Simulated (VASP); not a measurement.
Write the native input for VASP 6.6.1 that does the following.

* Task: single point
* Functional: PBE
* Potentials or basis: VASP PAW PBE potentials, release 64 (In_d, P)
* Cutoff: 520 eV
* k mesh: 14 × 14 × 14
* Occupations: gaussian, width 0.15 eV
* Spin: no spin polarisation
* Dipole correction: no
* Further INCAR settings: ALGO = Normal; EDIFF = 1e-06; NBANDS = 16

The structure of InP lies in POSCAR:

```
InP
1.0
    0.0000000000      2.7701982124      2.7701982124
    2.8995664689      0.0000000000      2.7701982124
    2.8995664689      2.7701982124      0.0000000000
In P
1 1
Direct
   -0.0068507361      0.0068507361      0.0068507361
    0.5253952947      0.4746047053      0.4746047053
```

This cell differs from its parent crystal: mode 4 frozen in at -0.141 Å, normal strain along x +0.0467.

These files were run (other wordings do the same):

INCAR

```
SYSTEM = InP
  PREC = Accurate
  ENCUT = 520
  EDIFF = 1E-6
  ISMEAR = 0
  SIGMA = 0.15
  LREAL = .FALSE.
  LASPH = .TRUE.
  NELM = 60
  ALGO = Normal
  ISIF = 2
  LWAVE = .FALSE.
  LCHARG = .FALSE.
  GGA = PE
  NBANDS = 16
```

KPOINTS

```
Automatic mesh
0
G
  14 14 14
  0 0 0
```

Potentials or basis: VASP PAW PBE potentials, release 64 (In_d, P).

Command:

```console
$ cat potpaw_PBE.64/In_d/POTCAR potpaw_PBE.64/P/POTCAR > POTCAR
$ mpirun -np 1 vasp_std > vasp.out
```

It gave:

The pressure is -2.3 GPa and the largest force is 0.037 eV/Å. The band gap on the k mesh is zero (band 9 reaches 6.81 eV, above the bottom of band 10 at 4.41 eV).

Caveat: the cell differs from its parent crystal (mode 4 frozen in at -0.141 Å, normal strain along x +0.0467); spin-orbit coupling is left out, which moves the levels of the heavy elements.

Wall time 69 s on 1 thread of Intel(R) Xeon(R) 6975P-C (Granite Rapids) (shared host), peak memory 0.29 GiB.
